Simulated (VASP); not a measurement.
Set up this calculation in VASP 6.6.1, as the native input.

| Property | Result |
| --- | --- |
| Task | single point |
| Functional | LDA |
| Potentials or basis | VASP PAW LDA potentials, release 64 (Au, Cu) |
| Cutoff | 520 eV |
| k mesh | 11 × 11 × 11 |
| Occupations | fermi-dirac, width 0.05 eV |
| Spin | no spin polarisation |
| Dipole correction | no |
| Further INCAR settings | ALGO = Fast; EDIFF = 1e-06; NBANDS = 18 |

The structure of CuAu lies in POSCAR:

```
CuAu
1.0
    1.4620466157      0.8441130071      4.3121794307
   -1.4620466157      0.8441130071      4.3121794307
    0.0000000000     -1.6882260143      4.3121794307
Au Cu
1 1
Direct
    0.0000000000      0.0000000000      0.0000000000
    0.5000000000      0.5000000000      0.5000000000
```

These files were run (other wordings do the same):

INCAR

```
SYSTEM = CuAu
  ALGO = Fast
  EDIFF = 1E-6
  ENCUT = 520
  GGA = CA
  ISIF = 2
  ISMEAR = -1
  LASPH = .True.
  LCHARG = .True.
  LELF = .True.
  LREAL = .False.
  LVHAR = .True.
  LWAVE = .False.
  NBANDS = 18
  NELM = 80
  PREC = Accurate
  SIGMA = 0.05
```

KPOINTS

```
k-points
0
Gamma
  11 11 11
  0 0 0
```

Potentials or basis: VASP PAW LDA potentials, release 64 (Au, Cu).

Run with:

```sh
$ cat potpaw_LDA.64/Au/POTCAR potpaw_LDA.64/Cu/POTCAR > POTCAR
$ mpirun -np 1 vasp_std > vasp.out
```

It gave:

- Pressure: -16.1 GPa
- Band gap on the k mesh: zero (bands 11 and 12 overlap by 4.14 eV)

Caveat: the cell stands under tension; spin-orbit coupling is left out, which moves the levels of the heavy elements.

Wall time 7.6 min on 1 thread of Intel Xeon 8259CL (shared host), peak memory 0.25 GiB.
